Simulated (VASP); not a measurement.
# Ir: single point with PBE

The system is Ir.

```
CELL_PARAMETERS angstrom
-1.43158 1.43158 1.43158
1.43158 -1.43158 1.43158
1.43158 1.43158 -1.43158
ATOMIC_POSITIONS crystal
Ir 0.00000 0.00000 0.00000
```

This cell differs from its parent crystal: volume scaled by 0.78.

* Program: VASP 6.6.1
* Task: single point
* Functional: PBE
* Potentials or basis: VASP PAW PBE potentials, release 64 (Ir)
* Cutoff: 520 eV
* k mesh: 17 × 17 × 17
* Occupations: fermi-dirac, width 0.05 eV
* Spin: no spin polarisation

```
Pressure : 144.1 GPa
```

Levels at points of the mesh, in eV from the Fermi level:
```csv
k point,band 1,band 2,band 3,band 4,band 5,band 6,band 7,band 8,band 9
"(0.00, 0.00, 0.00)",-12.94,-4.96,-4.96,-4.96,-0.89,-0.89,16.80,16.80,16.80
```

Run time: 32 s on 1 thread of AMD EPYC 7R13, on a shared host, peak memory 0.11 GiB.

Caveat: spin-orbit coupling is left out, which moves the levels of the heavy elements.
